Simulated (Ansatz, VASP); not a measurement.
# One calculation of GaP, two programs

INCAR

```
SYSTEM = GaP
PREC     = Accurate       ! precision mode
ENCUT    = 520            ! plane-wave cutoff, eV
EDIFF    = 1E-6           ! SCF threshold, eV
ISMEAR   = 0              ! smearing method
SIGMA    = 0.05           ! smearing width, eV
LREAL    = .FALSE.        ! projectors in reciprocal space
LASPH    = .TRUE.         ! aspherical terms in the spheres
NELM     = 100            ! most SCF steps
ALGO     = Normal         ! electronic algorithm
ISIF     = 2              ! what is computed and relaxed
LWAVE    = .FALSE.        ! write WAVECAR
LCHARG   = .TRUE.         ! write CHGCAR
GGA      = PS             ! functional
LELF     = .TRUE.         ! ELF
LVHAR    = .TRUE.       
NBANDS   = 16             ! bands
```

Contents of KPOINTS:

```
Automatic mesh
0
G
  10 10 10
  0 0 0
```

File POSCAR:

```
GaP
1.0
    0.0000000000      2.9605664555      2.3092418353
    2.9605664555      0.0000000000      2.3092418353
    2.9605664555      2.9605664555      0.0000000000
Ga P
1 1
Direct
    0.0000000000      0.0000000000      0.0000000000
    0.7500000000      0.7500000000      0.7500000000
```

Input for Ansatz:

```yaml
crystal:
  lattice:
    - [0.0, 2.9605664555, 2.3092418353]
    - [2.9605664555, 0.0, 2.3092418353]
    - [2.9605664555, 2.9605664555, 0.0]
  atoms:
    - { symbol: Ga, position: [0.0, 0.0, 0.0] }
    - { symbol: P, position: [0.75, 0.75, 0.75] }
basis:
  ecutwfc: 420
kpoints:
  mp_grid: { grid: [10, 10, 10] }
hamiltonian:
  xc: pbesol
scf:
  occupations: { method: gaussian, width: 0.05 }
output:
  forces: true
  stress: true
  eigenvalues: true
```

Alike in both runs: task single point; functional PBEsol; k mesh 10 × 10 × 10; occupations gaussian, width 0.05 eV; no spin polarisation.

|  | VASP | Ansatz |
| --- | --- | --- |
| version | VASP 6.6.1 | Ansatz 0.2.0 |
| potentials or method | VASP PAW PBE potentials, release 64 (Ga_d, P), cutoff 520 eV | scalar-relativistic, plane waves, PAW |
| valence electrons in the cell | 18 | 18 |

```tsv
	VASP	Ansatz	Ansatz less VASP
gap on the k mesh at the Fermi level (eV)	none	none	-
pressure (GPa)	-2.2	-2.1	+0.06
traceless stress, the component that is largest in VASP (GPa)	7.33	7.30	-0.025
```

VASP's potentials were made for PBE, not for PBEsol. A gap of «none» marks a metal or a gap that the smearing closes.
